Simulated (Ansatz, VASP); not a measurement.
## Two plane-wave programs on Ti5C4

```
CELL_PARAMETERS angstrom
3.06384 0.00000 0.00000
-1.53192 2.65336 0.00000
0.00000 0.00000 25.00646
ATOMIC_POSITIONS crystal
Ti 0.66667 0.33333 0.30651
Ti 0.33333 0.66667 0.40292
Ti 0.00000 0.00000 0.50000
Ti 0.66667 0.33333 0.59708
Ti 0.33333 0.66667 0.69349
C 0.00000 0.00000 0.34702
C 0.66667 0.33333 0.44977
C 0.33333 0.66667 0.55023
C 0.00000 0.00000 0.65298
```

Alike in both runs: functional PBE; k mesh 12 × 12 × 1; occupations gaussian, width 0.1 eV; no spin polarisation.

Ansatz relaxed the structure, and its values are those at the end. VASP's run is a single point on that final structure, the one shown.

|  | VASP | Ansatz |
| --- | --- | --- |
| version | VASP 6.6.1 | Ansatz 0.2.0 |
| potentials or method | VASP PAW PBE potentials, release 64 (Ti_sv, C), cutoff 520 eV | scalar-relativistic, plane waves, PAW |
| valence electrons in the cell | 76 | 76 |

```tsv
	VASP	Ansatz	Ansatz less VASP
gap on the k mesh at the Fermi level (eV)	none	none	-
rms of the force components (eV/Å)	0.005	0.001	-0.0041
```

A gap of «none» marks a metal or a gap that the smearing closes. With one functional, cell and mesh, what is left measures potentials, basis and numerics. Ansatz's warnings: xc potential rough in thin density.
